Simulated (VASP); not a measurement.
Ba3Pb2: relaxation of cell and atoms with PBE

Crystal: Ba3Pb2.

```
CELL_PARAMETERS angstrom
6.58524 0.00000 0.00000
0.00000 6.58524 0.00000
0.00000 0.00000 6.58524
ATOMIC_POSITIONS crystal
Ba 0.50000 0.00000 0.00000
Ba 0.00000 0.50000 0.00000
Ba 0.00000 0.00000 0.50000
Pb 0.00000 0.00000 0.00000
Pb 0.50000 0.50000 0.50000
```

The cell was built from a structure type or drawn by symmetry, and may not be a known phase.

- Program: VASP 6.6.1
- Task: relaxation of cell and atoms
- Functional: PBE
- Potentials or basis: VASP PAW PBE potentials, release 64 (Ba_sv, Pb_d)
- Cutoff: 600 eV
- k mesh: 6 × 6 × 6
- Occupations: gaussian, width 0.1 eV
- Spin: no spin polarisation
- Dipole correction: no
- Further INCAR settings: ALGO = Fast; EDIFF = 1e-06; IBRION = 2; EDIFFG = -0.01; NSW = 100; ISIF = 3

The relaxed volume is 59.13 Å³/atom and the relaxed cell is a = 6.662 Å, b = 6.662 Å, c = 6.662 Å, α = 90.00°, β = 90.00°, γ = 90.00°. The space group after relaxing (to 0.1 Å) is Pm-3m (No. 221) and the energy gained by relaxing is 3.2 meV/atom. The ionic steps are 3, the pressure after relaxing is 0.0 GPa and the band gap on the k mesh is zero (bands 29 and 30 overlap by 0.83 eV).

The path:
```
step  energy change (eV)  largest force (eV/Å)  pressure (GPa)  volume (Å³)
   1              0.0000                0.0000            0.52       285.57
   2             -0.0151                0.0000            0.11       293.33
   3             -0.0159                0.0000            0.00       295.65
```

Final structure:
```cif
data_structure
_symmetry_space_group_name_H-M 'P 1'
_symmetry_Int_Tables_number 1
_cell_length_a 6.6618
_cell_length_b 6.6618
_cell_length_c 6.6618
_cell_angle_alpha 90.000
_cell_angle_beta 90.000
_cell_angle_gamma 90.000
_cell_volume 295.65
loop_
_atom_site_label
_atom_site_type_symbol
_atom_site_fract_x
_atom_site_fract_y
_atom_site_fract_z
_atom_site_occupancy
Ba1 Ba 0.50000 0.00000 0.00000 1
Ba2 Ba 0.00000 0.50000 0.00000 1
Ba3 Ba 0.00000 0.00000 0.50000 1
Pb1 Pb 0.00000 0.00000 0.00000 1
Pb2 Pb 0.50000 0.50000 0.50000 1
```

Levels at points of the mesh, in eV from the Fermi level:
```csv
k point,band 28,band 29,band 30,band 31,band 32,band 33
"(0.00, 0.00, 0.00)",0.05,0.68,0.68,0.89,0.89,0.89
"(0.50, 0.00, 0.00)",0.01,0.04,0.04,1.11,1.14,1.45
"(0.50, 0.50, 0.00)",-0.23,-0.23,-0.08,1.67,1.77,1.78
"(0.50, 0.50, 0.50)",-0.15,-0.15,-0.15,1.49,1.73,1.74
```

Wall time 28 min on 1 thread of Intel Xeon 8259CL, on a shared host, peak memory 0.57 GiB.

Caveat: spin-orbit coupling is left out, which moves the levels of the heavy elements.
